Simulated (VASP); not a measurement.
**N: single point with r2SCAN**

N:

```xyz
4
Lattice="3.9610 0.0000 0.0000 0.0000 3.9610 0.0000 0.0000 0.0000 5.1332" Properties=species:S:1:pos:R:3 pbc="T T T"
N     3.5744    3.5744    0.0000
N     2.3671    1.5939    2.5666
N     0.3866    0.3866    0.0000
N     1.5939    2.3671    2.5666
```

| Property | Result |
| --- | --- |
| Program | VASP 6.6.1 |
| Task | single point |
| Functional | r2SCAN |
| Potentials or basis | VASP PAW PBE potentials, release 64 (N) |
| Cutoff | 520 eV |
| k mesh | 6 × 6 × 4 |
| Occupations | gaussian, width 0.01 eV |
| Spin | no spin polarisation |

```
Pressure               : 3.3 GPa
Largest force          : 2.239 eV/Å
Band gap on the k mesh : 7.46 eV, indirect (least direct gap 7.70 eV)
```

Forces in eV/Å, atoms in the order of the input:
```
N   -1.583 -1.583  0.000
N    1.583 -1.583  0.000
N    1.583  1.583  0.000
N   -1.583  1.583  0.000
```

Stress tensor (GPa, compression positive):
```
4.88 0.00 0.00
0.00 4.88 0.00
0.00 0.00 0.05
```

Levels at points of the mesh, in eV from the valence-band top:
```csv
k point,band 6,band 7,band 8,band 9,band 10,band 11,band 12,band 13,band 14,band 15
"(0.00, 0.00, 0.00)",-1.43,-1.43,-1.31,-1.20,-0.24,7.46,8.56,8.98,8.98,12.52
"(0.50, 0.00, 0.00)",-1.70,-1.69,-1.69,-0.27,-0.27,8.74,8.74,8.74,8.74,13.38
"(0.50, 0.50, 0.00)",-1.87,-1.63,-1.63,-0.05,-0.05,8.43,8.43,9.66,9.66,13.46
"(0.00, 0.00, 0.50)",-1.98,-1.45,-1.45,-0.47,-0.47,7.97,7.97,8.97,8.97,13.45
"(0.50, 0.00, 0.50)",-1.85,-1.43,-1.43,-0.35,-0.35,8.28,8.28,9.11,9.11,14.06
"(0.50, 0.50, 0.50)",-1.94,-1.68,-1.68,0.00,0.00,8.49,8.49,9.66,9.66,14.08
```

Run time: 2.3 min on 1 thread of AMD EPYC 9R45 (Zen 5) (shared host), peak memory 0.16 GiB.

Caveat: the standard files for N, O and F lose accuracy on very short bonds; the PAW data sets were made with another functional, which shifts forces and pressure a little. r2SCAN opens gaps a little over a GGA but as a rule still falls short of measured ones.
